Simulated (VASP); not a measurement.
Here is a VASP 6.6.1 calculation.

Contents of INCAR:

```
PREC = Accurate
ENCUT = 520
EDIFF = 1E-6
ISMEAR = 0
SIGMA = 0.01
LREAL = False
LASPH = True
NELM = 150
ALGO = Normal
ISIF = 2
LWAVE = False
LCHARG = False
LNONCOLLINEAR = True
MAGMOM = 0.067 -0.203 0.338 0 0 0
LORBIT = 11
GGA = PE
IVDW = 13
NBANDS = 30
```

KPOINTS

```
Automatic mesh
0
Gamma
  9 9 9
```

POSCAR

```
ZnS
1.0
    0.0000000000      2.7020000000      2.7020000000
    2.7020000000      0.0000000000      2.7020000000
    2.7020000000      2.7020000000      0.0000000000
Zn S
1 1
Direct
    0.7500000000      0.7500000000      0.7500000000
    0.0000000000      0.0000000000      0.0000000000
```

Potentials or basis: VASP PAW PBE potentials, release 64 (Zn, S).

Command:

```bash
$ cat potpaw_PBE.64/Zn/POTCAR potpaw_PBE.64/S/POTCAR > POTCAR
$ mpirun -np 1 vasp_ncl > vasp.out
```

(1) Predict the dispersion energy per atom.

(2) Predict the pressure.

(3) Predict the net moment.

Answers

(1) -0.306 eV.

(2) -0.9 GPa.

(3) 0.00 μB per cell.

**The experiment to reproduce.**

From “Electronic, vibrational, and thermodynamic properties of ZnS (zincblende and rocksalt structure)”, 2009, arxiv:0911.5022, for a bulk crystal of ZnS at 19 K: band gap 3.85 eV (direct).

A measured gap of ZnS is 3.85 eV (direct; 19 K; quoted in “Electronic, vibrational, and thermodynamic properties of ZnS (zincblende and rocksalt structure)”, 2009, arxiv:0911.5022); the calculated 2.11 eV misses it by -1.74 eV. The value is that of PBE+D4, without temperature or zero-point motion. Semilocal functionals fall short of measured gaps as a rule.
